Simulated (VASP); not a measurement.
Input of a VASP 6.6.1 run:

Contents of INCAR:

```
SYSTEM = Cu
ALGO     = Fast           ! electronic algorithm
EDIFF    = 1E-6           ! SCF threshold, eV
ENCUT    = 520            ! plane-wave cutoff, eV
GGA      = PE             ! functional
ISIF     = 2              ! what is computed and relaxed
ISMEAR   = 0              ! smearing method
LASPH    = .TRUE.         ! aspherical terms in the spheres
LCHARG   = .TRUE.         ! write CHGCAR
LELF     = .TRUE.         ! ELF
LREAL    = .FALSE.        ! projectors in reciprocal space
LVHAR    = .TRUE.       
LWAVE    = .FALSE.        ! write WAVECAR
NBANDS   = 18             ! bands
NELM     = 100            ! most SCF steps
PREC     = Accurate       ! precision mode
SIGMA    = 0.1            ! smearing width, eV
```

Contents of KPOINTS:

```
k-points
0
G
  14 14 16
  0 0 0
```

POSCAR

```
Cu
1.0
    3.0395936989      0.0000000000      0.0000000000
    0.0000000000      3.0395936989      0.0000000000
    0.0000000000      0.0000000000      2.8418841200
Cu
2
Direct
    0.0000000000      0.0000000000      0.0000000000
    0.5000000000      0.5000000000      0.5000000000
```

Potentials or basis: VASP PAW PBE potentials, release 64 (Cu).

Command:

```sh
$ cat potpaw_PBE.64/Cu/POTCAR > POTCAR
$ mpirun -np 1 vasp_std > vasp.out
```

Question: Predict the pressure.

Answer: -8.7 GPa.

Question: What does it give for the band gap on the k mesh?

Answer: Zero (band 11 reaches 12.17 eV, above the bottom of band 12 at 4.95 eV).

Stress tensor (GPa, compression positive):
```
-8.70  0.00  0.00
 0.00 -8.70  0.00
 0.00  0.00 -8.62
```

Caveat: the cell differs from its parent crystal (equal strain along all axes, cell held: +3.0 %).
